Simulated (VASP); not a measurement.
MgI2: single point with PBE

The system is MgI2.

```
Mg I
1.0
     4.20720    0.00000    0.00000
    -2.10360    3.64354    0.00000
     0.00000    0.00000    7.60315
Mg I
1 2
Direct
  0.00000 0.00000 0.00000
  0.33333 0.66667 0.77990
  0.66667 0.33333 0.22010
```

This cell differs from its parent crystal: engineering shear strain xz +0.0000, normal strain along z -0.0267.

```yaml
Program: VASP 6.6.1
Task: single point
Functional: PBE
Potentials_or_basis: VASP PAW PBE potentials, release 64 (Mg, I)
Cutoff: 520 eV
k_mesh: 6 × 6 × 4
Occupations: gaussian, width 0.05 eV
Spin: no spin polarisation
Dipole_correction: no
Further_INCAR_settings: ALGO = Normal; EDIFF = 1e-06; NBANDS = 15
```

* Pressure: 0.0 GPa
* Largest force: 0.019 eV/Å
* Band gap on the k mesh: 3.60 eV, indirect (least direct gap 3.69 eV)

Forces on the atoms (eV/Å):
```
Mg   0.000  0.000  0.000
I    0.000  0.000  0.019
I    0.000  0.000 -0.019
```

Levels at points of the mesh, in eV from the valence-band top:
```tsv
k point	band 4	band 5	band 6	band 7	band 8	band 9	band 10	band 11	band 12	band 13
(0.00, 0.00, 0.00)	-0.29	-0.29	-0.21	0.00	0.00	3.69	4.89	6.70	6.70	7.09
(0.50, 0.00, 0.00)	-2.66	-1.42	-1.15	-0.65	-0.39	3.67	5.43	5.78	7.22	7.56
(0.00, 0.00, 0.50)	-0.92	-0.27	-0.27	-0.03	-0.03	4.40	4.89	6.63	6.63	7.43
(0.50, 0.00, 0.50)	-2.79	-1.13	-1.11	-0.63	-0.45	3.60	5.42	5.77	6.29	7.57
```

Wall time 28 s on 1 thread of AMD EPYC 7R43 64-Core Processor (Zen 3) (shared host), peak memory 0.21 GiB.

Caveat: the cell differs from its parent crystal (engineering shear strain xz +0.0000, normal strain along z -0.0267); spin-orbit coupling is left out, which moves the levels of the heavy elements; this functional lacks dispersion, which binds the layers, so the pressure and a relaxed spacing across them are unreliable. A k mesh can miss the band edges.
